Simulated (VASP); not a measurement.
B, 1 atom in the cell. Symmetry: Im-3m, No. 229, cubic system. Conventional cell: a = 2.204 Å, b = 2.204 Å, c = 2.204 Å, α = 90.00°, β = 90.00°, γ = 90.00°. Within 2.5 Å of B (site symmetry m-3m) lie 14 B at 1.91 to 2.20 Å. 

| Quantity | Value |
| --- | --- |
| Program | VASP 6.6.1 |
| Task | single point |
| Functional | PBE |
| Potentials or basis | VASP PAW PBE potentials, release 64 (B) |
| Cutoff | 520 eV |
| k mesh | 24 × 24 × 24 |
| Occupations | fermi-dirac, width 0.1 eV |
| Spin | no spin polarisation |
| Dipole correction | no |
| Further INCAR settings | ALGO = Normal; EDIFF = 1e-07; NBANDS = 8 |

Potentials or basis: VASP PAW PBE potentials, release 64 (B).

Run with:

```console
$ cat potpaw_PBE.64/B/POTCAR > POTCAR
$ mpirun -np 1 vasp_std > vasp.out
```

Hardware: 1 thread of Intel(R) Xeon(R) Platinum 8559C (Emerald Rapids) (shared host).

Problem. Estimate the wall time of this run.

Solution. Run time: 7.3 s on 1 thread of Intel(R) Xeon(R) Platinum 8559C (Emerald Rapids) (shared host), peak memory 0.11 GiB. Counts: scf iterations 9, k points 413.
